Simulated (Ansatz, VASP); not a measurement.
# One calculation of CdSe, two programs

```xyz
4
Lattice="4.3837 0.0000 0.0000 -2.1918 3.7964 0.0000 0.0000 0.0000 7.1467" Properties=species:S:1:pos:R:3 pbc="T T T"
Cd    0.0000    2.5309    0.0323
Cd    2.1918    1.2655    3.6057
Se    0.0000    2.5309    2.7192
Se    2.1918    1.2655    6.2925
```

Alike in both runs: task single point; functional r2SCAN; k mesh 6 × 6 × 4; no spin polarisation.

|  | VASP | Ansatz |
| --- | --- | --- |
| version | VASP 6.6.1 | Ansatz 0.2.0 |
| potentials or method | VASP PAW PBE potentials, release 64 (Cd, Se) | plane waves, PAW |
| plane-wave cutoff (eV) | 520 | 500 |
| occupations | gaussian, width 0.01 eV | fixed |
| valence electrons in the cell | 36 | 72 |

|  | VASP | Ansatz | Ansatz less VASP |
| --- | --- | --- | --- |
| gap on the k mesh at the Fermi level (eV) | 1.02 | 1.03 | +0.012 |
| pressure (GPa) | -1.2 | -1.4 | -0.21 |

VASP's potentials were made for PBE, not for r2SCAN. VASP's potentials hold 36 valence electrons a cell and Ansatz's 72, so a difference there can come from the potentials and not from the codes.
